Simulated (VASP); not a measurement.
NaF:

```
Na F
1.0
     0.00000    2.34999    2.34999
     2.34999    0.00000    2.34999
     2.34999    2.34999    0.00000
Na F
1 1
Direct
  0.00000 0.00000 0.00000
  0.50000 0.50000 0.50000
```

| Item | Value |
| --- | --- |
| Program | VASP 6.6.1 |
| Task | relaxation of cell and atoms |
| Functional | r2SCAN |
| Potentials or basis | VASP PAW PBE potentials, release 64 (Na_pv, F) |
| Cutoff | 600 eV |
| k mesh | 8 × 8 × 8 |
| Occupations | fermi-dirac, width 0.02 eV |
| Spin | no spin polarisation |

At the start: pressure -3.8 GPa; volume 12.98 Å³/atom.

**Question.** Where does the relaxation end?

**Answer.** Over 4 steps the energy falls by 14.2 meV/atom and the volume is 11.93 Å³/atom (-8.0 %); space group Fm-3m (No. 225, to 0.05 Å).

Step by step:
| step | energy change (eV) | largest force (eV/Å) | pressure (GPa) | volume (Å³) |
| --- | --- | --- | --- | --- |
| 1 | 0.0000 | 0.0000 | -3.80 | 25.96 |
| 2 | -0.0217 | 0.0000 | -2.02 | 24.82 |
| 3 | -0.0276 | 0.0000 | -0.65 | 24.16 |
| 4 | -0.0284 | 0.0000 | 0.04 | 23.87 |

Final structure:
```xyz
2
Lattice="0.0000 2.2852 2.2852 2.2852 0.0000 2.2852 2.2852 2.2852 0.0000" Properties=species:S:1:pos:R:3 pbc="T T T"
Na    4.5704    2.2852    2.2852
F     2.2852    2.2852    2.2852
```

Caveat: the PAW data sets were made with another functional, which shifts forces and pressure a little.
